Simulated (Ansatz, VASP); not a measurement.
# Al3Cu: VASP beside Ansatz

INCAR

```
SYSTEM = Al3Cu
  PREC = Accurate
  ENCUT = 520
  EDIFF = 1E-6
  ISMEAR = 0
  SIGMA = 0.15
  LREAL = .False.
  LASPH = .True.
  NELM = 80
  ALGO = Fast
  ISIF = 2
  LWAVE = .False.
  LCHARG = .True.
  GGA = PS
  LELF = .True.
  LVHAR = .True.
  NBANDS = 18
```

File KPOINTS:

```
regular mesh
0
Gamma
  18 18 6
  0 0 0
```

The input POSCAR:

```
Al3Cu
1.0
    2.7796830098      0.0000000000      0.0000000000
    0.0000000000      2.7796830098      0.0000000000
    0.0000000000      0.0000000000      7.6029571177
Al Cu
3 1
Direct
    0.0000000000      0.0000000000      0.5000000000
    0.5000000000      0.5000000000      0.2206884206
    0.5000000000      0.5000000000      0.7793115794
    0.0000000000      0.0000000000      0.0175326518
```

Input for Ansatz:

```yaml
crystal:
  lattice:
    - [2.7796830098, 0.0, 0.0]
    - [0.0, 2.7796830098, 0.0]
    - [0.0, 0.0, 7.6029571177]
  atoms:
    - { symbol: Al, position: [0.0, 0.0, 0.5] }
    - { symbol: Al, position: [0.5, 0.5, 0.2206884206] }
    - { symbol: Al, position: [0.5, 0.5, 0.7793115794] }
    - { symbol: Cu, position: [0.0, 0.0, 0.0175326518] }
basis:
  ecutwfc: 420
kpoints:
  mp_grid: { grid: [18, 18, 6] }
hamiltonian:
  xc: pbesol
scf:
  occupations: { method: gaussian, width: 0.15 }
output:
  forces: true
  stress: true
  eigenvalues: true
```

Alike in both runs: task single point; functional PBEsol; k mesh 18 × 18 × 6; occupations gaussian, width 0.15 eV; no spin polarisation.

|  | VASP | Ansatz |
| --- | --- | --- |
| version | VASP 6.6.1 | Ansatz 0.2.0 |
| potentials or method | VASP PAW PBE potentials, release 64 (Al, Cu), cutoff 520 eV | scalar-relativistic, plane waves, PAW |
| valence electrons in the cell | 20 | 28 |

|  | VASP | Ansatz | Ansatz less VASP |
| --- | --- | --- | --- |
| gap on the k mesh at the Fermi level (eV) | none | none | - |
| pressure (GPa) | 1.0 | 0.5 | -0.47 |
| traceless stress, the component that is largest in VASP (GPa) | -0.37 | -0.37 | +0.001 |
| rms of the force components (eV/Å) | 0.285 | 0.283 | -0.0027 |

VASP's potentials were made for PBE, not for PBEsol. Atom by atom the forces differ by 0.009 eV/Å (rms over components). A gap of «none» marks a metal or a gap that the smearing closes. With one functional, cell and mesh, what is left measures potentials, basis and numerics. VASP's potentials hold 20 valence electrons a cell and Ansatz's 28, so a difference there can come from the potentials and not from the codes.
